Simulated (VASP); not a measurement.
Be, 1 atom in the cell. Symmetry: Pm-3m, No. 221, cubic system. The conventional cell has a = 2.131 Å, b = 2.131 Å, c = 2.131 Å, α = 90.00°, β = 90.00°, γ = 90.00°. Within 2.8 Å of Be (site symmetry m-3m) lie 6 Be at 2.13 Å.  This cell differs from its parent crystal: volume scaled by 0.92.

| Item | Value |
| --- | --- |
| Program | VASP 6.6.1 |
| Task | single point |
| Functional | RPBE |
| Potentials or basis | VASP PAW PBE potentials, release 64 (Be) |
| Cutoff | 520 eV |
| k mesh | 16 × 16 × 16 |
| Occupations | fermi-dirac, width 0.1 eV |
| Spin | no spin polarisation |
| Dipole correction | no |
| Further INCAR settings | ALGO = Normal; EDIFF = 1e-07; NBANDS = 7 |

Potentials or basis: VASP PAW PBE potentials, release 64 (Be).

The run is started by

```bash
$ cat potpaw_PBE.64/Be/POTCAR > POTCAR
$ mpirun -np 1 vasp_std > vasp.out
```

Hardware: 1 thread of Intel(R) Xeon(R) Platinum 8488C (Sapphire Rapids) (shared host).

**Question.** How long does it take, and how much memory?

**Answer.** Wall time 4.2 s on 1 thread of Intel(R) Xeon(R) Platinum 8488C (Sapphire Rapids), on a shared host, peak memory 0.11 GiB. Counts: scf iterations 12, k points 165.
